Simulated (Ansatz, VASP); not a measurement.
**Pb in VASP and in Ansatz**

```
Pb
1.0
     0.00000    3.36153    3.36153
     3.36153    0.00000    3.36153
     3.36153    3.36153    0.00000
Pb
2
Direct
  0.12500 0.12500 0.12500
  0.87500 0.87500 0.87500
```

Alike in both runs: task single point; functional PBEsol; k mesh 9 × 9 × 9; occupations fermi-dirac, width 0.1 eV; no spin polarisation.

```csv
,VASP,Ansatz
version,VASP 6.6.1,Ansatz 0.2.0
potentials or method,"VASP PAW PBE potentials, release 64 (Pb_d), cutoff 520 eV","plane waves (420 eV) with PAW, scalar-relativistic"
valence electrons in the cell,28,28
```

|  | VASP | Ansatz | Ansatz less VASP |
| --- | --- | --- | --- |
| pressure (GPa) | 3.0 | 3.0 | +0.07 |

VASP's potentials were made for PBE, not for PBEsol, and Ansatz warns of the same on its side.

Spin-orbit coupling is off throughout.
